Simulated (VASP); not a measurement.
# AlAs (zincblende type) (F-43m) in VASP: a series of runs

The runs below take AlAs (zincblende type) through single point, relaxation of cell and atoms, with LDA.

All numbers are computed with VASP 6.6.1; they aren't measurements. Logs are shortened: lines on timing, memory, paths and dates and some standing lists are left out, and cuts for length are marked.

## 1. The cell of the first run

It takes space group F-43m (No. 216, cubic). Conventional cell: a = 5.628 Å, b = 5.628 Å, c = 5.628 Å, α = 90.00°, β = 90.00°, γ = 90.00°. Within 3.2 Å of Al (site symmetry -43m) lie 4 As at 2.44 Å. Within 3.2 Å of As (site symmetry -43m) lie 4 Al at 2.44 Å.

## 2. Single point, LDA

Contents of INCAR:

```
  PREC = Accurate
  ENCUT = 500
  EDIFF = 1E-6
  ISMEAR = -1
  SIGMA = 0.02
  LREAL = False
  LASPH = True
  NELM = 120
  ALGO = Normal
  ISIF = 2
  LWAVE = False
  LCHARG = False
  GGA = CA
  NBANDS = 11
  GGA_COMPAT = False
```

Contents of KPOINTS:

```
regular mesh
0
Gamma
  10 10 10
```

Contents of POSCAR:

```
AlAs
1.0
    0.0000000000      2.8141708128      2.8141708128
    2.8141708128      0.0000000000      2.8141708128
    2.8141708128      2.8141708128      0.0000000000
Al As
1 1
Direct
    0.0000000000      0.0000000000      0.0000000000
    0.2500000000      0.2500000000      0.2500000000
```

Potentials or basis: VASP PAW LDA potentials, release 64 (Al, As).

On the command line:

```console
cat potpaw_LDA.64/Al/POTCAR potpaw_LDA.64/As/POTCAR > POTCAR
mpirun -np 1 vasp_std > vasp.out
```

OUTCAR:

```text
PREC = Accurate
   ENCUT = 500
   EDIFF = 1E-6
   ISMEAR = -1
   LREAL = False
   LASPH = True
   NELM = 120
   ISIF = 2
   GGA = CA

 ion  position               nearest neighbor table
   1  0.000  0.000  0.000-   2 2.44   2 2.44   2 2.44   2 2.44
   2  0.250  0.250  0.250-   1 2.44   1 2.44   1 2.44   1 2.44

  LATTYP: Found a face centered cubic cell.
 ALAT       =     5.6283416256

  Lattice vectors:

 A1 = (   0.0000000000,   2.8141708128,   2.8141708128)
 A2 = (   2.8141708128,   0.0000000000,   2.8141708128)
 A3 = (   2.8141708128,   2.8141708128,   0.0000000000)

Analysis of symmetry for initial positions (statically):
=====================================================================
 Subroutine PRICEL returns:
 Original cell was already a primitive cell.

 Routine SETGRP: Setting up the symmetry group for a
 face centered cubic supercell.

 Subroutine GETGRP returns: Found 24 space group operations
 (whereof 24 operations were pure point group operations)
 out of a pool of 48 trial point group operations.

The static configuration has the point symmetry T_d .

Analysis of symmetry for dynamics (positions and initial velocities):
=====================================================================
 Subroutine PRICEL returns:
 Original cell was already a primitive cell.

 Routine SETGRP: Setting up the symmetry group for a
 face centered cubic supercell.

 Subroutine GETGRP returns: Found 24 space group operations
 (whereof 24 operations were pure point group operations)
 out of a pool of 48 trial point group operations.

The dynamic configuration has the point symmetry T_d .

 Subroutine INISYM returns: Found 24 space group operations
 (whereof 24 operations are pure point group operations),
 and found     1 'primitive' translations

----------------------------------------------------------------------------------------

                                     Primitive cell

  volume of cell :      44.5740

  direct lattice vectors                    reciprocal lattice vectors
     0.000000000  2.814170813  2.814170813    -0.177672229  0.177672229  0.177672229
     2.814170813  0.000000000  2.814170813     0.177672229 -0.177672229  0.177672229
     2.814170813  2.814170813  0.000000000     0.177672229  0.177672229 -0.177672229

  length of vectors
     3.979838530  3.979838530  3.979838530     0.307737327  0.307737327  0.307737327

  position of ions in fractional coordinates (direct lattice)
     0.000000000  0.000000000  0.000000000
     0.250000000  0.250000000  0.250000000

  ion indices of the primitive-cell ions
   primitive index   ion index
                 1           1
                 2           2

----------------------------------------------------------------------------------------

 KPOINTS: regular mesh

Automatic generation of k-mesh.
 Grid dimensions read from file:
 generate k-points for:   10   10   10

 Generating k-lattice:

  Cartesian coordinates                     Fractional coordinates (reciprocal lattice)
    -0.017767223  0.017767223  0.017767223     0.100000000  0.000000000  0.000000000
     0.017767223 -0.017767223  0.017767223     0.000000000  0.100000000  0.000000000
     0.017767223  0.017767223 -0.017767223     0.000000000  0.000000000  0.100000000

  Length of vectors
     0.030773733  0.030773733  0.030773733

  Shift w.r.t. Gamma in fractional coordinates (k-lattice)
     0.000000000  0.000000000  0.000000000

 Subroutine IBZKPT returns following result:
 ===========================================

 Found     47 irreducible k-points:

 Following reciprocal coordinates:
            Coordinates               Weight
  0.000000  0.000000  0.000000      1.000000
  0.100000  0.000000  0.000000      8.000000
  0.200000  0.000000  0.000000      8.000000
  0.300000  0.000000  0.000000      8.000000
  0.400000  0.000000  0.000000      8.000000
  0.500000  0.000000  0.000000      4.000000
[... 16 lines left out ...]
  0.300000  0.300000  0.000000      6.000000
  0.400000  0.300000  0.000000     24.000000
 [... further k-points ...]
   k-points           NKPTS =     47   k-points in BZ     NKDIM =     47   number of bands    NBANDS=     11
   number of dos      NEDOS =    301   number of ions     NIONS =      2
   total plane-waves  NPLWV =  27000
   dimension x,y,z NGX =    30 NGY =   30 NGZ =   30
   dimension x,y,z NGXF=    60 NGYF=   60 NGZF=   60
   ions per type =               1   1
   NGX,Y,Z   is equivalent  to a cutoff of  12.53, 12.53, 12.53 a.u.
   NGXF,Y,Z  is equivalent  to a cutoff of  25.06, 25.06, 25.06 a.u.
 SYSTEM =  unknown system
   PREC   = accura    normal or accurate (medium, high low for compatibility)
   ISTART =      0    job   : 0-new  1-cont  2-samecut
   ICHARG =      2    charge: 1-file 2-atom 10-const
   ISPIN  =      1    spin polarized calculation?
   LNONCOLLINEAR =      F non collinear calculations
   LSORBIT =      F    spin-orbit coupling
   LASPH  =      T    aspherical Exc in radial PAW
   ENCUT  =  500.0 eV  36.75 Ry    6.06 a.u.   7.26  7.26  7.26*2*pi/ulx,y,z
   NELM   =    120;   NELMIN=  2; NELMDL= -5     # of ELM steps
   EDIFF  = 0.1E-05   stopping-criterion for ELM
   LREAL  =      F    real-space projection
   EDIFFG = 0.1E-04   stopping-criterion for IOM
   NSW    =      0    number of steps for IOM
   IBRION =     -1    ionic relax: 0-MD 1-quasi-New 2-CG
   NFREE  =      0    steps in history (QN), initial steepest desc. (CG)
   ISIF   =      2    stress and relaxation
   ISYM   =      2    0-nonsym 1-usesym 2-fastsym
   POTIM  = 0.5000    time-step for ionic-motion
   TEBEG  =    0.0;   TEEND  =   0.0 temperature during run
   PSTRESS=    0.0 pullay stress
   NELECT =       8.0000    total number of electrons
   NUPDOWN=      -1.0000    fix difference up-down
   EMIN   =  10.00;   EMAX   =-10.00  energy-range for DOS
   EFERMI =   0.00;   METHOD = LEGACY
   ISMEAR =    -1;   SIGMA  =   0.02  broadening in eV -4-tet -1-fermi 0-gaus
   EFERMI_NEDOS =   21; number of points for ismear=-14 and -15
   IALGO  =     38    algorithm
   IMIX   =      4    mixing-type and parameters
     AMIX     =   0.40;   BMIX     =  1.00
     AMIX_MAG =   1.60;   BMIX_MAG =  1.00
  volume/ion in A,a.u.               =      22.29       150.40
  Fermi-wavevector in a.u.,A,eV,Ry     =   0.923445  1.745058 11.602378  0.852751
  Thomas-Fermi vector in A             =   2.049082
   LORBIT       =      0    0 simple, 1 ext, 2 COOP (PROOUT), +10 PAW based schemes
   GGA     = CA    functional components
   LHFCALC =     F    Hartree Fock is set to
   AEXX    =    0.0000 exact exchange contribution
   IVDW    =     0    specifies the selected vdW correction
   LEPSILON=     F    determine dielectric tensor
   LRPA    =     F    only Hartree local field effects (RPA)
 non-spin polarized calculation
  energy-cutoff  :      500.00
  volume of cell :       44.57
 maximum number of plane-waves:      1158
 NGX is ok and might be reduce to    30

 number of electron       8.0000001 magnetization

 Free energy of the ion-electron system (eV)
  ---------------------------------------------------
  ext. energy  EPLUGINS =         0.00000000
  ---------------------------------------------------
  free energy    TOTEN  =       -10.51545457 eV

  energy without entropy =      -10.51545457  energy(sigma->0) =      -10.51545457

 E-fermi :   4.3175     XC(G=0):  -9.3446

 val. band max:        3.9307373195   @ k =   0.0000   0.0000   0.0000
 cond. band min:       5.2408965897   @ k =   0.5000   0.5000   0.0000
 fundamental gap:      1.3101592702
 Fermi energy:         4.3175307884

 k-point     1 :       0.0000    0.0000    0.0000
  band No.  band energies     occupation
      1      -8.0606      2.00000
      2       3.9307      2.00000
      3       3.9307      2.00000
      4       3.9307      2.00000
      5       5.9513      0.00000
      6       8.2066      0.00000
      7       8.2066      0.00000
      8       8.2066      0.00000
      9      12.6551      0.00000
     10      12.9990      0.00000
     11      12.9990      0.00000

 k-point     2 :       0.1000    0.0000    0.0000
  band No.  band energies     occupation
      1      -7.9602      2.00000
      2       2.8743      2.00000
      3       3.8211      2.00000
      4       3.8211      2.00000
      5       6.5984      0.00000
      6       8.4010      0.00000
      7       8.4010      0.00000
      8       8.4068      0.00000
      9      12.5122      0.00000
     10      12.5122      0.00000
     11      13.1820      0.00000

 k-point     3 :       0.2000    0.0000    0.0000
  band No.  band energies     occupation
      1      -7.6721      2.00000
      2       1.2559      2.00000
      3       3.5747      2.00000
      4       3.5747      2.00000
      5       6.6575      0.00000
      6       8.7500      0.00000
      7       8.7500      0.00000
      8       9.5953      0.00000
      9      12.1179      0.00000
     10      12.1179      0.00000
     11      13.4402      0.00000

 k-point     4 :       0.3000    0.0000    0.0000
  band No.  band energies     occupation
      1      -7.2464      2.00000
      2      -0.2214      2.00000
      3       3.3254      2.00000
      4       3.3254      2.00000
      5       6.3449      0.00000
      6       8.8159      0.00000
      7       8.8159      0.00000
      8      11.0523      0.00000
      9      12.6194      0.00000
     10      12.6194      0.00000
     11      13.0901      0.00000
[... 239 lines left out ...]
 k-point    22 :      -0.2000    0.2000    0.0000
  band No.  band energies     occupation
      1      -7.0995      2.00000
      2      -0.0188      2.00000
      3       1.6873      2.00000
      4       3.3873      2.00000
      5       7.6037      0.00000
      6       8.9867      0.00000
      7       9.2251      0.00000
      8       9.8426      0.00000
      9      11.2041      0.00000
     10      14.3533      0.00000
     11      15.7957      0.00000

 k-point    23 :       0.3000    0.3000    0.0000
  band No.  band energies     occupation
      1      -6.9602      2.00000
      2      -0.0012      2.00000
      3       2.2671      2.00000
      4       2.2671      2.00000
      5       6.0497      0.00000
      6       7.1526      0.00000
      7      11.5732      0.00000
      8      11.5732      0.00000
      9      12.2835      0.00000
     10      14.5866      0.00000
     11      17.0506      0.00000

 k-point    24 :       0.4000    0.3000    0.0000
  band No.  band energies     occupation
      1      -6.6071      2.00000
      2      -0.6724      2.00000
      3       1.7565      2.00000
      4       2.0867      2.00000
      5       6.0095      0.00000
      6       7.1177      0.00000
      7      11.5004      0.00000
      8      11.9413      0.00000
      9      14.0606      0.00000
     10      15.4683      0.00000
     11      16.9366      0.00000

 [... further k-points ...]
[... 5 lines left out ...]
  --------------------------------------------------------------------------------------
  -------------------------------------------------------------------------------------
  Total        0.1067139      0.1067139      0.1067139      0.0000000      0.0000000      0.0000000
  in kB        3.8357506      3.8357506      3.8357506      0.0000000      0.0000000      0.0000000
  external PRESSURE =       3.8357506 kB  Pullay stress =       0.0000000 kB

 VOLUME and BASIS-vectors are now :
 -----------------------------------------------------------------------------
  energy-cutoff  :      500.00
  volume of cell :       44.57
      direct lattice vectors                 reciprocal lattice vectors
     0.000000000  2.814170813  2.814170813    -0.177672229  0.177672229  0.177672229
     2.814170813  0.000000000  2.814170813     0.177672229 -0.177672229  0.177672229
     2.814170813  2.814170813  0.000000000     0.177672229  0.177672229 -0.177672229

 POSITION                                       TOTAL-FORCE (eV/Angst)
 -----------------------------------------------------------------------------------
      0.00000      0.00000      0.00000        -0.000000     -0.000000     -0.000000
      1.40709      1.40709      1.40709         0.000000      0.000000      0.000000
 -----------------------------------------------------------------------------------
    total drift:                                0.000000      0.000000      0.000000

  FREE ENERGIE OF THE ION-ELECTRON SYSTEM (eV)
  ---------------------------------------------------
  free  energy   TOTEN  =       -10.5154545676 eV

  energy  without entropy=      -10.5154545676  energy(sigma->0) =      -10.51545457
```

Run time: 34 s. Hardware: 1 thread of AMD EPYC 7R13, shared host; peak memory 0.13 GiB.

What came out:

```yaml
Free_energy: -10.5155 eV
Pressure: 0.4 GPa
Band_gap_on_the_k_mesh: 1.31 eV, indirect (least direct gap 2.02 eV)
```

Levels at points of the mesh, in eV from the valence-band top:
| k point | band 2 | band 3 | band 4 | band 5 | band 6 | band 7 |
| --- | --- | --- | --- | --- | --- | --- |
| (0.00, 0.00, 0.00) | 0.00 | 0.00 | 0.00 | 2.02 | 4.28 | 4.28 |
| (0.50, 0.00, 0.00) | -5.67 | -0.84 | -0.84 | 2.09 | 4.65 | 4.65 |
| (0.50, 0.50, 0.00) | -5.51 | -2.22 | -2.22 | 1.31 | 2.20 | 10.34 |

A k mesh can miss the band edges.

## 3. Relaxation of cell and atoms, LDA

This run uses another cell than the first one, of 24.21 Å³/atom, 1.086 times its volume.

Contents of INCAR:

```
SYSTEM = AlAs
ALGO     = Normal         ! electronic algorithm
EDIFF    = 1E-7           ! SCF threshold, eV
EDIFFG   = -0.005         ! ionic threshold
ENCUT    = 500            ! plane-wave cutoff, eV
GGA      = CA             ! functional
GGA_COMPAT= .FALSE.      
IBRION   = 2              ! ionic algorithm
ISIF     = 3              ! what is computed and relaxed
ISMEAR   = -1             ! smearing method
LASPH    = .TRUE.         ! aspherical terms in the spheres
LCHARG   = .FALSE.        ! write CHGCAR
LREAL    = .FALSE.        ! projectors in reciprocal space
LWAVE    = .FALSE.        ! write WAVECAR
NELM     = 120            ! most SCF steps
NELMIN   = 4            
NSW      = 60             ! ionic steps
PREC     = Accurate       ! precision mode
SIGMA    = 0.02           ! smearing width, eV
```

Contents of KPOINTS:

```
k-points
0
G
  10 10 10
  0 0 0
```

Contents of POSCAR:

```
AlAs
1.0
    0.0000000000      2.8929697660      2.8929697660
    2.8929697660      0.0000000000      2.8929697660
    2.8929697660      2.8929697660      0.0000000000
Al As
1 1
Direct
    0.0000000000      0.0000000000      0.0000000000
    0.2500000000      0.2500000000      0.2500000000
```

Potentials or basis: VASP PAW LDA potentials, release 64 (Al, As).

On the command line:

```console
cat potpaw_LDA.64/Al/POTCAR potpaw_LDA.64/As/POTCAR > POTCAR
mpirun -np 1 vasp_std > vasp.out
```

Run time: 55 s. Hardware: 1 thread of AMD EPYC 7R13, shared host; peak memory 0.13 GiB.

Results (log left out):

| Property | Result |
| --- | --- |
| Free energy | -10.5158 eV |
| Relaxed volume | 22.40 Å³/atom |
| Relaxed cell | a = 3.986 Å, b = 3.986 Å, c = 3.986 Å, α = 60.00°, β = 60.00°, γ = 60.00° |
| Space group after relaxing (to 0.05 Å) | F-43m (No. 216) |
| Energy gained by relaxing | 30.2 meV/atom |
| Ionic steps | 3 |
| Pressure after relaxing | 0.0 GPa |
| Band gap on the k mesh | 1.32 eV, indirect (least direct gap 1.98 eV) |

The path:
| step | energy change (eV) | largest force (eV/Å) | pressure (GPa) | volume (Å³) |
| --- | --- | --- | --- | --- |
| 1 | 0.0000 | 0.0000 | -4.98 | 48.42 |
| 2 | -0.0484 | 0.0000 | 2.69 | 43.34 |
| 3 | -0.0604 | 0.0000 | 0.00 | 44.80 |

Final structure:
```
Al As
1.0
     0.00000    2.81888    2.81888
     2.81888    0.00000    2.81888
     2.81888    2.81888    0.00000
Al As
1 1
Cartesian
  0.0000 0.0000 0.0000
  1.4094 1.4094 1.4094
```

Levels at points of the mesh, in eV from the valence-band top:
| k point | band 1 | band 2 | band 3 | band 4 | band 5 | band 6 | band 7 | band 8 |
| --- | --- | --- | --- | --- | --- | --- | --- | --- |
| (0.00, 0.00, 0.00) | -11.96 | 0.00 | 0.00 | 0.00 | 1.98 | 4.27 | 4.27 | 4.27 |
| (0.50, 0.00, 0.00) | -10.52 | -5.65 | -0.83 | -0.83 | 2.07 | 4.65 | 4.65 | 7.61 |
| (0.50, 0.50, 0.00) | -9.96 | -5.49 | -2.20 | -2.20 | 1.32 | 2.20 | 10.30 | 10.30 |

A k mesh can miss the band edges.

## 4. Single point, LDA

This run uses another cell than the first one: it holds 4 atoms, not 2.

Contents of INCAR:

```
SYSTEM = AlAs
PREC = Accurate
ENCUT = 500
EDIFF = 1E-6
ISMEAR = -1
SIGMA = 0.02
LREAL = .False.
LASPH = .True.
NELM = 120
ALGO = Normal
ISIF = 2
LWAVE = .False.
LCHARG = .True.
GGA = CA
LELF = .True.
LVHAR = .True.
NBANDS = 16
GGA_COMPAT = .False.
```

Contents of KPOINTS:

```
Automatic mesh
0
Gamma
  8 6 8
  0 0 0
```

Contents of POSCAR:

```
AlAs
1.0
   -2.8141708128      2.8141708128      0.0000000000
    0.0000000000      0.0000000000      5.6283416255
    2.8141708128      2.8141708128      0.0000000000
Al As
2 2
Direct
    0.0000000000      0.0000000000      0.0000000000
    0.5000000000      0.5000000000      0.5000000000
    0.0000000000      0.2500000000      0.5000000000
    0.5000000000      0.7500000000      0.0000000000
```

On the command line:

```console
cat potpaw_LDA.64/Al/POTCAR potpaw_LDA.64/As/POTCAR > POTCAR
mpirun -np 1 vasp_std > vasp.out
```

Run time: 2.2 min. Hardware: 1 thread of AMD EPYC 7R13, shared host; peak memory 0.17 GiB.

It converged, with:

| Item | Value |
| --- | --- |
| Free energy | -21.0302 eV |
| Pressure | 0.4 GPa |
| Band gap on the k mesh | 1.31 eV |

Levels at points of the mesh, in eV from the valence-band top:
```tsv
k point	band 5	band 6	band 7	band 8	band 9	band 10	band 11	band 12
(0.00, 0.00, 0.00)	-2.22	0.00	0.00	0.00	1.31	2.02	2.20	4.28
(0.50, 0.00, 0.00)	-2.95	-2.95	-0.91	-0.91	3.35	3.35	5.72	5.72
(0.00, 0.50, 0.00)	-1.37	-1.37	-1.37	-1.37	2.50	2.50	3.72	3.72
(0.50, 0.50, 0.00)	-0.84	-0.84	-0.84	-0.84	2.09	2.09	4.65	4.65
(0.50, 0.00, 0.50)	-2.22	-2.22	-2.22	-2.22	1.31	1.31	2.20	2.20
(0.50, 0.50, 0.50)	-3.27	-3.27	-2.90	-2.90	4.26	4.26	5.66	5.66
```

A k mesh can miss the band edges. Expect the measured gap to be larger: semilocal functionals such as LDA lack the derivative discontinuity.

(Part 1 of 2 ends here.)
